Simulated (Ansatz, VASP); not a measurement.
## One calculation of NiO2, two programs

```
Ni O
1.0
     2.65251    0.00000    0.00000
    -1.32626    2.29714    0.00000
     0.00000    0.00000    4.56311
Ni O
1 2
Cartesian
  0.0000 0.0000 2.2816
  1.3263 0.7657 3.2792
  0.0000 1.5314 1.2840
```

Alike in both runs: task single point; functional LDA; k mesh 12 × 12 × 6; occupations gaussian, width 0.05 eV; no spin polarisation.

```csv
,VASP,Ansatz
version,VASP 6.6.1,Ansatz 0.2.0
potentials or method,"VASP PAW LDA potentials, release 64 (Ni_sv_GW, O), cutoff 700 eV","scalar-relativistic, plane waves, PAW"
valence electrons in the cell,30,30
```

|  | VASP | Ansatz | Ansatz less VASP |
| --- | --- | --- | --- |
| gap on the k mesh at the Fermi level (eV) | 0.96 | 0.98 | +0.017 |
| least direct gap on the mesh (eV) | 1.11 | 1.13 | +0.013 |
| pressure (GPa) | 9.4 | 8.1 | -1.26 |
| traceless stress, the component that is largest in VASP (GPa) | -15.12 | -14.47 | +0.653 |
| rms of the force components (eV/Å) | 0.162 | 0.230 | +0.0677 |

LDA's correlation is that of Perdew and Zunger in VASP and of Perdew and Wang (1992) in Ansatz. Atom by atom the forces differ by 0.068 eV/Å (rms over components).
